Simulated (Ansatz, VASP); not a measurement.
Two plane-wave programs on GaN

POSCAR

```
GaN
1.0
    0.0000000000      2.2489525444      2.3494807231
    2.2489525444      0.0000000000      2.3494807231
    2.2489525444      2.2489525444      0.0000000000
Ga N
1 1
Direct
    0.0000000000      0.0000000000      0.0000000000
    0.2500000000      0.2500000000      0.2500000000
```

Contents of INCAR.step1:

```
SYSTEM = GaN
PREC = Accurate ; ENCUT = 520
ISMEAR = 0 ; SIGMA = 0.01
LREAL = .FALSE. ; LASPH = .TRUE.
NELM = 100 ; NBANDS = 16
GGA = PE ; ALGO = Normal
EDIFF = 1E-4 ; LWAVE = .TRUE.
LCHARG = .FALSE.
```

File INCAR.step2:

```
SYSTEM = GaN
PREC = Accurate ; ENCUT = 520
EDIFF = 1E-7 ; ISMEAR = 0
SIGMA = 0.01 ; LREAL = .FALSE.
LASPH = .TRUE. ; NELM = 100
ALGO = Normal ; ISIF = 2
LWAVE = .FALSE. ; LCHARG = .TRUE.
METAGGA = R2SCAN ; LMIXTAU = .TRUE.
LELF = .TRUE. ; LVHAR = .TRUE.
NBANDS = 16 ; ISTART = 1
```

Contents of KPOINTS:

```
Automatic mesh
0
G
  10 10 10
  0 0 0
```

Input for Ansatz:

```yaml
crystal:
  lattice:
    - [0.0, 2.2489525444, 2.3494807231]
    - [2.2489525444, 0.0, 2.3494807231]
    - [2.2489525444, 2.2489525444, 0.0]
  atoms:
    - { symbol: Ga, position: [0.0, 0.0, 0.0] }
    - { symbol: "N", position: [0.25, 0.25, 0.25] }
kpoints:
  mp_grid: { grid: [10, 10, 10] }
  band_path:
    path:
      - [0.0, 0.0, 0.0]
      - [-0.5, -0.5, 0.0]
      - [-0.375, -0.375, 0.25]
      - [-0.375, 0.0, 0.375]
      - [0.0, 0.0, 0.5]
      - [-0.5, -0.25, 0.25]
    npoints: 1
hamiltonian:
  xc: r2scan
scf:
  occupations: { method: fixed }
  n_extra_bands: 4
output:
  forces: true
  stress: true
  eigenvalues: true
```

Change from the starting cell: uniaxial_z strain +4.5%.

Alike in both runs: task single point; functional r2SCAN; k mesh 10 × 10 × 10; no spin polarisation.

|  | VASP | Ansatz |
| --- | --- | --- |
| version | VASP 6.6.1 | Ansatz 0.2.0 |
| potentials or method | VASP PAW PBE potentials, release 64 (Ga_d, N) | plane waves, PAW |
| plane-wave cutoff (eV) | 520 | 500 |
| occupations | gaussian, width 0.01 eV | fixed |
| valence electrons in the cell | 18 | 18 |

|  | VASP | Ansatz | Ansatz less VASP |
| --- | --- | --- | --- |
| gap on the k mesh at the Fermi level (eV) | 1.79 | 1.79 | +0.006 |
| pressure (GPa) | -7.0 | -7.9 | -0.96 |
| traceless stress, the component that is largest in VASP (GPa) | -4.25 | -4.31 | -0.062 |

VASP's potentials were made for PBE, not for r2SCAN.
